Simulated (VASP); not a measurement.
A run of VASP 6.6.1 is set up as follows.

The input INCAR:

```
PREC = Accurate
ENCUT = 520
EDIFF = 1E-7
ISMEAR = 0
SIGMA = 0.02
LREAL = Auto
LASPH = True
NELM = 80
ALGO = Normal
ISIF = 2
LWAVE = False
LCHARG = False
GGA = PE
NBANDS = 47
```

Contents of KPOINTS:

```
regular mesh
0
Gamma
  3 3 3
```

File POSCAR:

```
Mg9O8
1.0
    0.0000000000      4.0150000000      4.0150000000
    4.0150000000      0.0000000000      4.0150000000
    4.0150000000      4.0150000000      0.0000000000
Mg O
9 8
Direct
   -0.0216249751      0.0647680427     -0.0204097104
   -0.0013543934      0.0009210958      0.5012364723
   -0.0217655338      0.4789137244     -0.0206539160
   -0.0216782898      0.4790569841      0.5653858973
    0.5003885936      0.0009771865     -0.0007078403
    0.5003372389      0.0009424200      0.5012296586
    0.5643357442      0.4790012392     -0.0205242587
    0.5003348766      0.4991665935      0.5012766752
    1.1248412577      0.6251550625      1.1258587281
    0.2542010273      0.2381312794      0.2546044001
    0.2786336722      0.2408947613      0.7412504809
    0.2539790229      0.7543777075      0.2546348387
    0.2540357235      0.7544706020      0.7387346222
    0.7402157308      0.2408613901      0.2799313051
    0.7403042674      0.2408839666      0.7413505786
    0.7377891074      0.7545413345      0.2546415023
    0.7402566894      0.7794170100      0.7412110861
```

Potentials or basis: VASP PAW PBE potentials, release 64 (Mg, O).

Run with:

```console
$ cat potpaw_PBE.64/Mg/POTCAR potpaw_PBE.64/O/POTCAR > POTCAR
$ mpirun -np 1 vasp_std > vasp.out
```

(1) What does it give for the largest force?

(2) Estimate the pressure.

(3) What does it give for the band gap on the k mesh?

## Answers

(1) 0.085 eV/Å.

(2) 91.0 GPa.

(3) zero (band 33 reaches 12.90 eV, above the bottom of band 34 at 12.34 eV).

Caveat: the k points lie up to 0.45 Å⁻¹ apart.
